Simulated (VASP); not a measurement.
A run of VASP 6.6.1 is set up as follows.

The input INCAR:

```
SYSTEM = SiC
ALGO     = Normal         ! electronic algorithm
EDIFF    = 1E-6           ! SCF threshold, eV
ENCUT    = 600            ! plane-wave cutoff, eV
GGA      = PS             ! functional
GGA_COMPAT= .False.      
ISIF     = 2              ! what is computed and relaxed
ISMEAR   = 0              ! smearing method
LASPH    = .True.         ! aspherical terms in the spheres
LCHARG   = .False.        ! write CHGCAR
LREAL    = .False.        ! projectors in reciprocal space
LWAVE    = .False.        ! write WAVECAR
NBANDS   = 11             ! bands
NELM     = 120            ! most SCF steps
PREC     = Accurate       ! precision mode
SIGMA    = 0.02           ! smearing width, eV
```

Contents of KPOINTS:

```
k-points
0
Gamma
  10 10 10
  0 0 0
```

POSCAR

```
SiC
1.0
    0.0000000000      2.1838762586      2.1566458813
    2.1838762586      0.0000000000      2.1566458813
    2.1838762586      2.1838762586      0.0000000000
Si C
1 1
Direct
    0.0000000000      0.0000000000      0.0000000000
    0.2500000000      0.2500000000      0.2500000000
```

Potentials or basis: VASP PAW PBE potentials, release 64 (Si, C).

The run is started by

```console
$ cat potpaw_PBE.64/Si/POTCAR potpaw_PBE.64/C/POTCAR > POTCAR
$ mpirun -np 1 vasp_std > vasp.out
```

Task: Predict the band gap on the k mesh.

Result: 1.10 eV (least direct gap 4.43 eV).

Task: What does it give for the pressure?

Result: 1.3 GPa.

Stress tensor (GPa, compression positive):
```
0.31 0.00 0.00
0.00 0.31 0.00
0.00 0.00 3.39
```

Caveat: the cell differs from its parent crystal (strained cell); the PAW data sets were made with another functional, which shifts forces and pressure a little. A k mesh can miss the band edges.
